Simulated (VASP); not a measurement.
# SiC in VASP: notebook, part 2 of 2

VASP 6.6.1. The steps go on from the part before.

## Step 4: Single point, PBEsol (in-plane strain +0.005, then relaxed in part)

The input, INCAR:

```
SYSTEM = SiC
PREC     = Accurate       ! precision mode
ENCUT    = 520            ! plane-wave cutoff, eV
EDIFF    = 1E-6           ! SCF threshold, eV
ISMEAR   = 0              ! smearing method
SIGMA    = 0.01           ! smearing width, eV
LREAL    = .FALSE.        ! projectors in reciprocal space
LASPH    = .TRUE.         ! aspherical terms in the spheres
NELM     = 100            ! most SCF steps
ALGO     = Normal         ! electronic algorithm
ISIF     = 2              ! what is computed and relaxed
LWAVE    = .FALSE.        ! write WAVECAR
LCHARG   = .FALSE.        ! write CHGCAR
GGA      = PS             ! functional
NBANDS   = 11             ! bands
```

The input, KPOINTS:

```
Automatic mesh
0
G
  10 10 10
  0 0 0
```

The input, POSCAR:

```
SiC
1.0
    2.1893067291      2.1893067291      0.0000000000
   -2.1893067291      2.1893067291      0.0000000000
    0.0000000000      2.1893067291      2.1706901827
Si C
1 1
Direct
    0.0000000000      0.0000000000      0.0000000000
    0.7500000000      0.2500000000      0.5000000000
```

Potentials or basis: VASP PAW PBE potentials, release 64 (Si, C).

On the command line:

```console
$ cat potpaw_PBE.64/Si/POTCAR potpaw_PBE.64/C/POTCAR > POTCAR
$ mpirun -np 1 vasp_std > vasp.out
```

OUTCAR:

```text
SYSTEM = SiC
   PREC = Accurate
   ENCUT = 520
   EDIFF = 1E-6
   ISMEAR = 0
   LREAL = .FALSE.
   LASPH = .TRUE.
   NELM = 100
   ISIF = 2
   GGA = PS

 ion  position               nearest neighbor table
   1  0.000  0.000  0.000-   2 1.89   2 1.89   2 1.89   2 1.89
   2  0.750  0.250  0.500-   1 1.89   1 1.89   1 1.89   1 1.89

  LATTYP: Found a body centered tetragonal cell.
 ALAT       =     3.0961472685
 C/A-ratio  =     1.4021879416

  Lattice vectors:

 A1 = (   2.1893067291,   0.0000000000,  -2.1706901827)
 A2 = (  -2.1893067291,   0.0000000000,  -2.1706901827)
 A3 = (   0.0000000000,   2.1893067291,   2.1706901827)

Analysis of symmetry for initial positions (statically):
=====================================================================
 Subroutine PRICEL returns:
 Original cell was already a primitive cell.

 Routine SETGRP: Setting up the symmetry group for a
 body centered tetragonal supercell.

 Subroutine GETGRP returns: Found  8 space group operations
 (whereof  8 operations were pure point group operations)
 out of a pool of 16 trial point group operations.

The static configuration has the point symmetry D_2d.

Analysis of symmetry for dynamics (positions and initial velocities):
=====================================================================
 Subroutine PRICEL returns:
 Original cell was already a primitive cell.

 Routine SETGRP: Setting up the symmetry group for a
 body centered tetragonal supercell.

 Subroutine GETGRP returns: Found  8 space group operations
 (whereof  8 operations were pure point group operations)
 out of a pool of 16 trial point group operations.

The dynamic configuration has the point symmetry D_2d.

 Subroutine INISYM returns: Found  8 space group operations
 (whereof  8 operations are pure point group operations),
 and found     1 'primitive' translations

----------------------------------------------------------------------------------------

[... 119 lines left out ...]
   AEXX    =    0.0000 exact exchange contribution
   IVDW    =     0    specifies the selected vdW correction
   LEPSILON=     F    determine dielectric tensor
   LRPA    =     F    only Hartree local field effects (RPA)
 non-spin polarized calculation
 Gauss-broadening in eV      SIGMA  =   0.01
  energy-cutoff  :      520.00
  volume of cell :       20.81
 maximum number of plane-waves:       580
   NGX = 11   NGY = 11   NGZ = 11

 number of electron       8.0000001 magnetization

 Free energy of the ion-electron system (eV)
  ---------------------------------------------------
  ext. energy  EPLUGINS =         0.00000000
  ---------------------------------------------------
  free energy    TOTEN  =       -15.91390804 eV

  energy without entropy =      -15.91390804  energy(sigma->0) =      -15.91390804

 E-fermi :   8.0993     XC(G=0): -11.4808

 val. band max:        8.0318803032   @ k =   0.0000   0.0000   0.0000
 cond. band min:       9.1813767144   @ k =   0.0000   0.0000   0.5000
 fundamental gap:      1.1494964112
 Fermi energy:         8.0992620569

 k-point     1 :       0.0000    0.0000    0.0000
  band No.  band energies     occupation
      1      -7.3863      2.00000
      2       7.9750      2.00000
      3       7.9750      2.00000
      4       8.0319      2.00000
      5      14.1153      0.00000
      6      15.1830      0.00000
      7      15.2054      0.00000
      8      15.2054      0.00000
      9      22.2875      0.00000
     10      22.5433      0.00000
     11      24.1697      0.00000
[... 309 lines left out ...]
 k-point    24 :       0.4000    0.3000    0.0000
  band No.  band energies     occupation
      1      -2.6650      2.00000
      2       0.6189      2.00000
      3       2.7099      2.00000
      4       5.7061      2.00000
      5      11.5315      0.00000
      6      16.6152      0.00000
      7      18.7687      0.00000
      8      19.2851      0.00000
      9      21.0825      0.00000
     10      23.3569      0.00000
     11      29.1592      0.00000

 [... further k-points ...]

------------------------ aborting loop because EDIFF is reached ----------------------------------------

  FORCE on cell =-STRESS in cart. coord.  units (eV):
  Direction    XX          YY          ZZ          XY          YZ          ZX
  --------------------------------------------------------------------------------------
  -------------------------------------------------------------------------------------
  Total       -0.2295474     -0.2295474      0.0449302      0.0000000      0.0000000      0.0000000
  in kB      -17.6742886    -17.6742886      3.4594603      0.0000000      0.0000000      0.0000000
  external PRESSURE =     -10.6297056 kB  Pullay stress =       0.0000000 kB

 VOLUME and BASIS-vectors are now :
 -----------------------------------------------------------------------------
  energy-cutoff  :      520.00
  volume of cell :       20.81
      direct lattice vectors                 reciprocal lattice vectors
     2.189306729  2.189306729  0.000000000     0.228382800  0.228382800 -0.230341485
    -2.189306729  2.189306729  0.000000000    -0.228382800  0.228382800 -0.230341485
     0.000000000  2.189306729  2.170690183     0.000000000  0.000000000  0.460682970

 POSITION                                       TOTAL-FORCE (eV/Angst)
 -----------------------------------------------------------------------------------
      0.00000      0.00000      0.00000        -0.000000      0.000000      0.000000
      1.09465      3.28396      1.08535         0.000000     -0.000000      0.000000
 -----------------------------------------------------------------------------------
    total drift:                               -0.000000      0.000000     -0.000000

  FREE ENERGIE OF THE ION-ELECTRON SYSTEM (eV)
  ---------------------------------------------------
  free  energy   TOTEN  =       -15.9139080367 eV

  energy  without entropy=      -15.9139080367  energy(sigma->0) =      -15.91390804
```

OSZICAR:

```text
N       E                     dE             d eps       ncg     rms          rms(c)
DAV:   1     0.279258001069E+01    0.27926E+01   -0.39305E+03  2348   0.610E+02
DAV:   2    -0.170888096778E+02   -0.19881E+02   -0.18694E+02  2883   0.109E+02
DAV:   3    -0.176932717825E+02   -0.60446E+00   -0.60327E+00  2744   0.158E+01
DAV:   4    -0.176955538706E+02   -0.22821E-02   -0.22820E-02  2601   0.124E+00
DAV:   5    -0.176955636023E+02   -0.97317E-05   -0.97316E-05  2761   0.751E-02    0.868E+00
DAV:   6    -0.159917171033E+02    0.17038E+01   -0.60268E+00  2532   0.109E+01    0.390E+00
DAV:   7    -0.159285069216E+02    0.63210E-01   -0.36559E-01  2687   0.341E+00    0.175E+00
DAV:   8    -0.159140901179E+02    0.14417E-01   -0.20877E-02  2574   0.919E-01    0.164E-01
DAV:   9    -0.159138616136E+02    0.22850E-03   -0.17486E-03  2789   0.220E-01    0.110E-01
DAV:  10    -0.159139076381E+02   -0.46025E-04   -0.12653E-04  2568   0.707E-02    0.253E-02
DAV:  11    -0.159139077811E+02   -0.14302E-06   -0.12913E-05  2703   0.196E-02    0.591E-03
DAV:  12    -0.159139080367E+02   -0.25557E-06   -0.73163E-07  1560   0.526E-03
   1 F= -.15913908E+02 E0= -.15913908E+02  d E =-.107932E-24
```

It took 27 s on 1 thread of Intel Xeon 8259CL, shared host; peak memory 0.15 GiB.

Results:

| Item | Value |
| --- | --- |
| Free energy | -15.9139 eV |
| Pressure | -1.1 GPa |
| Band gap on the k mesh | 1.15 eV, indirect (least direct gap 4.43 eV) |

Stress tensor (GPa, compression positive):
```
-1.77  0.00  0.00
 0.00 -1.77  0.00
 0.00  0.00  0.35
```

Caveat: the cell differs from its parent crystal (in-plane strain +0.005, then relaxed in part); the PAW data sets were made with another functional, which shifts forces and pressure a little. A k mesh can miss the band edges.

## Step 5: Single point, PBEsol (in-plane strain +0.005)

The input, INCAR:

```
PREC = Accurate
ENCUT = 520
EDIFF = 1E-6
ISMEAR = 0
SIGMA = 0.01
LREAL = False
LASPH = True
NELM = 100
ALGO = Normal
ISIF = 2
LWAVE = False
LCHARG = False
GGA = PS
NBANDS = 11
```

The input, KPOINTS:

```
Automatic mesh
0
Gamma
  10 10 10
```

POSCAR, as its differences from that of step 4:

```diff
@@ -4,3 +4,3 @@
    -2.1893067291      2.1893067291      0.0000000000
-    0.0000000000      2.1893067291      2.1706901827
+    0.0000000000      2.1893067291      2.1718794119
 Si C
```

On the command line:

```console
$ cat potpaw_PBE.64/Si/POTCAR potpaw_PBE.64/C/POTCAR > POTCAR
$ mpirun -np 1 vasp_std > vasp.out
```

It took 28 s on 1 thread of Intel Xeon 8259CL, shared host; peak memory 0.15 GiB.

The run converged. Its results:

| Item | Value |
| --- | --- |
| Free energy | -15.9139 eV |
| Pressure | -1.2 GPa |
| Band gap on the k mesh | 1.16 eV, indirect (least direct gap 4.43 eV) |

Stress tensor (GPa, compression positive):
```
-1.84  0.00  0.00
 0.00 -1.84  0.00
 0.00  0.00  0.14
```

Levels at points of the mesh, in eV from the valence-band top:
| k point | band 2 | band 3 | band 4 | band 5 | band 6 | band 7 |
| --- | --- | --- | --- | --- | --- | --- |
| (0.00, 0.00, 0.00) | -0.05 | -0.05 | 0.00 | 6.08 | 7.15 | 7.17 |
| (0.50, 0.00, 0.00) | -8.60 | -1.14 | -1.04 | 5.28 | 7.02 | 7.15 |
| (0.50, 0.50, 0.00) | -7.88 | -3.21 | -3.20 | 1.23 | 4.19 | 13.73 |
| (0.00, 0.00, 0.50) | -7.78 | -3.29 | -3.29 | 1.16 | 4.05 | 13.82 |

Caveat: the cell differs from its parent crystal (in-plane strain +0.005); the PAW data sets were made with another functional, which shifts forces and pressure a little.

## Step 6: Single point, PBEsol (film at in-plane strain +0.005)

The input, INCAR:

```
ALGO = Normal ; EDIFF = 1E-6
ENCUT = 520 ; GGA = PS
ISIF = 2 ; ISMEAR = 0
LASPH = T ; LCHARG = T
LELF = T ; LREAL = F
LVHAR = T ; LWAVE = F
NBANDS = 11 ; NELM = 100
PREC = Accurate ; SIGMA = 0.01
```

The input, KPOINTS:

```
k-points
0
Gamma
  10 10 10
```

POSCAR, as its differences from that of step 5:

```diff
@@ -4,3 +4,3 @@
    -2.1893067291      2.1893067291      0.0000000000
-    0.0000000000      2.1893067291      2.1718794119
+    0.0000000000      2.1893067291      2.1706901827
 Si C
```

Potentials or basis: VASP PAW PBE potentials, release 64 (Si, C).

On the command line:

```console
$ cat potpaw_PBE.64/Si/POTCAR potpaw_PBE.64/C/POTCAR > POTCAR
$ mpirun -np 1 vasp_std > vasp.out
```

OUTCAR:

```text
EDIFF = 1E-6
   ENCUT = 520
   GGA = PS
   ISIF = 2
   ISMEAR = 0
   LASPH = T
   LREAL = F
   NELM = 100
   PREC = Accurate

 ion  position               nearest neighbor table
   1  0.000  0.000  0.000-   2 1.89   2 1.89   2 1.89   2 1.89
   2  0.750  0.250  0.500-   1 1.89   1 1.89   1 1.89   1 1.89

  LATTYP: Found a body centered tetragonal cell.
 ALAT       =     3.0961472685
 C/A-ratio  =     1.4021879416

  Lattice vectors:

 A1 = (   2.1893067291,   0.0000000000,  -2.1706901827)
 A2 = (  -2.1893067291,   0.0000000000,  -2.1706901827)
 A3 = (   0.0000000000,   2.1893067291,   2.1706901827)

Analysis of symmetry for initial positions (statically):
=====================================================================
 Subroutine PRICEL returns:
 Original cell was already a primitive cell.

 Routine SETGRP: Setting up the symmetry group for a
 body centered tetragonal supercell.

 Subroutine GETGRP returns: Found  8 space group operations
 (whereof  8 operations were pure point group operations)
 out of a pool of 16 trial point group operations.

The static configuration has the point symmetry D_2d.

[... 170 lines left out ...]
      2       7.9750      2.00000
      3       7.9750      2.00000
      4       8.0319      2.00000
      5      14.1153      0.00000
      6      15.1830      0.00000
      7      15.2054      0.00000
      8      15.2054      0.00000
      9      22.2875      0.00000
     10      22.5433      0.00000
     11      24.1697      0.00000
[... 309 lines left out ...]
 k-point    24 :       0.4000    0.3000    0.0000
  band No.  band energies     occupation
      1      -2.6650      2.00000
      2       0.6189      2.00000
      3       2.7099      2.00000
      4       5.7061      2.00000
      5      11.5315      0.00000
      6      16.6152      0.00000
      7      18.7687      0.00000
      8      19.2851      0.00000
      9      21.0825      0.00000
     10      23.3569      0.00000
     11      29.1592      0.00000

 [... further k-points ...]

------------------------ aborting loop because EDIFF is reached ----------------------------------------

  FORCE on cell =-STRESS in cart. coord.  units (eV):
  Direction    XX          YY          ZZ          XY          YZ          ZX
  --------------------------------------------------------------------------------------
  -------------------------------------------------------------------------------------
  Total       -0.2295474     -0.2295474      0.0449302      0.0000000      0.0000000      0.0000000
  in kB      -17.6742886    -17.6742886      3.4594603      0.0000000      0.0000000      0.0000000
  external PRESSURE =     -10.6297056 kB  Pullay stress =       0.0000000 kB

 VOLUME and BASIS-vectors are now :
 -----------------------------------------------------------------------------
  energy-cutoff  :      520.00
  volume of cell :       20.81
      direct lattice vectors                 reciprocal lattice vectors
     2.189306729  2.189306729  0.000000000     0.228382800  0.228382800 -0.230341485
    -2.189306729  2.189306729  0.000000000    -0.228382800  0.228382800 -0.230341485
     0.000000000  2.189306729  2.170690183     0.000000000  0.000000000  0.460682970

 POSITION                                       TOTAL-FORCE (eV/Angst)
 -----------------------------------------------------------------------------------
      0.00000      0.00000      0.00000        -0.000000      0.000000      0.000000
      1.09465      3.28396      1.08535         0.000000     -0.000000      0.000000
 -----------------------------------------------------------------------------------
    total drift:                               -0.000000      0.000000     -0.000000

  FREE ENERGIE OF THE ION-ELECTRON SYSTEM (eV)
  ---------------------------------------------------
  free  energy   TOTEN  =       -15.9139080367 eV

  energy  without entropy=      -15.9139080367  energy(sigma->0) =      -15.91390804
```

OSZICAR:

```text
N       E                     dE             d eps       ncg     rms          rms(c)
DAV:   1     0.279258001069E+01    0.27926E+01   -0.39305E+03  2348   0.610E+02
DAV:   2    -0.170888096778E+02   -0.19881E+02   -0.18694E+02  2883   0.109E+02
DAV:   3    -0.176932717825E+02   -0.60446E+00   -0.60327E+00  2744   0.158E+01
DAV:   4    -0.176955538706E+02   -0.22821E-02   -0.22820E-02  2601   0.124E+00
DAV:   5    -0.176955636023E+02   -0.97317E-05   -0.97316E-05  2761   0.751E-02    0.868E+00
DAV:   6    -0.159917171033E+02    0.17038E+01   -0.60268E+00  2532   0.109E+01    0.390E+00
DAV:   7    -0.159285069216E+02    0.63210E-01   -0.36559E-01  2687   0.341E+00    0.175E+00
DAV:   8    -0.159140901179E+02    0.14417E-01   -0.20877E-02  2574   0.919E-01    0.164E-01
DAV:   9    -0.159138616136E+02    0.22850E-03   -0.17486E-03  2789   0.220E-01    0.110E-01
DAV:  10    -0.159139076381E+02   -0.46025E-04   -0.12653E-04  2568   0.707E-02    0.253E-02
DAV:  11    -0.159139077811E+02   -0.14302E-06   -0.12913E-05  2703   0.196E-02    0.591E-03
DAV:  12    -0.159139080367E+02   -0.25557E-06   -0.73163E-07  1560   0.526E-03
   1 F= -.15913908E+02 E0= -.15913908E+02  d E =-.107932E-24
```

Wall time 30 s (1 thread of Intel Xeon 8259CL, shared host); peak memory 0.15 GiB.

What came out:

```yaml
Free_energy: -15.9139 eV
Pressure: -1.1 GPa
Band_gap_on_the_k_mesh: 1.15 eV, indirect (least direct gap 4.43 eV)
```

Stress tensor (GPa, compression positive):
```
-1.77  0.00  0.00
 0.00 -1.77  0.00
 0.00  0.00  0.35
```

Levels at points of the mesh, in eV from the valence-band top:
```
           k point  band 1  band 2  band 3  band 4  band 5  band 6  band 7  band 8
(0.00, 0.00, 0.00)  -15.42   -0.06   -0.06    0.00    6.08    7.15    7.17    7.17
(0.50, 0.00, 0.00)  -11.83   -8.61   -1.14   -1.04    5.28    7.02    7.15    9.85
(0.50, 0.50, 0.00)  -10.40   -7.89   -3.21   -3.20    1.23    4.19   13.73   13.99
(0.00, 0.00, 0.50)  -10.33   -7.78   -3.30   -3.30    1.15    4.04   13.83   13.83
```

Caveat: the cell differs from its parent crystal (film at in-plane strain +0.005); the PAW data sets were made with another functional, which shifts forces and pressure a little.

## Step 7: The runs side by side

| cell | k mesh | smearing | gap on the mesh (eV) | pressure (GPa) |
| --- | --- | --- | --- | --- |
| a = 3.065, b = 3.065, c = 3.078 Å, angles 60.1, 60.1, 90.0°, 2 atoms | 10 × 10 × 10 | gaussian 0.01 eV | 1.18 | 1.8 |
| a = 3.081 Å, angles 60.0, 60.0, 90.0°, 2 atoms | 14 × 14 × 14 | fermi-dirac 0.1 eV | 1.23 | 0.4 |
| a = 3.096, b = 3.096, c = 3.083 Å, angles 59.9, 59.9, 90.0°, 2 atoms | 10 × 10 × 10 | gaussian 0.01 eV | 1.15 | -1.1 |
| a = 3.096, b = 3.096, c = 3.084 Å, angles 59.9, 59.9, 90.0°, 2 atoms | 10 × 10 × 10 | gaussian 0.01 eV | 1.16 | -1.2 |

Alike in all rows: task single point; level PBEsol; potentials or basis VASP PAW PBE potentials, release 64 (Si, C); no spin polarisation; cutoff (eV) 520.

Caveats: the PAW data sets were made with another functional, which shifts forces and pressure a little.

Absolute energies hang on the potentials; compare differences alone.
